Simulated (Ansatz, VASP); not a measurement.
**Two plane-wave programs on MgO**

```
Mg O
1.0
     2.87804    0.00000    0.00000
    -1.43902    2.49246    0.00000
     0.00000    0.00000    2.62498
Mg O
1 1
Cartesian
  0.0000 0.0000 0.0000
  0.0000 1.6616 1.3125
```

Alike in both runs: task single point; functional PBE; k mesh 10 × 10 × 10; occupations fermi-dirac, width 0.05 eV; no spin polarisation.

|  | VASP | Ansatz |
| --- | --- | --- |
| version | VASP 6.6.1 | Ansatz 0.2.0 |
| potentials or method | VASP PAW PBE potentials, release 64 (Mg, O) | Ansatz PAW soft_1 |
| plane-wave cutoff (eV) | 520 | 420 |
| valence electrons in the cell | 8 | 16 |

Ansatz gave:

| Quantity | Value |
| --- | --- |
| gap on the k mesh at the Fermi level (eV) | 3.51 |
| least direct gap on the mesh (eV) | 3.91 |
| pressure (GPa) | 9.7 |
| traceless stress, the component that is largest in VASP (GPa) | 1.62 |

**Question.** What did VASP give for the same quantities?

**Answer.** gap on the k mesh at the Fermi level (eV): 3.48; least direct gap on the mesh (eV): 3.89; pressure (GPa): 9.0; traceless stress, the component that is largest in VASP (GPa): 1.55.

With one functional, cell and mesh, what is left measures potentials, basis and numerics. VASP's potentials hold 8 valence electrons a cell and Ansatz's 16, so a difference there can come from the potentials and not from the codes.
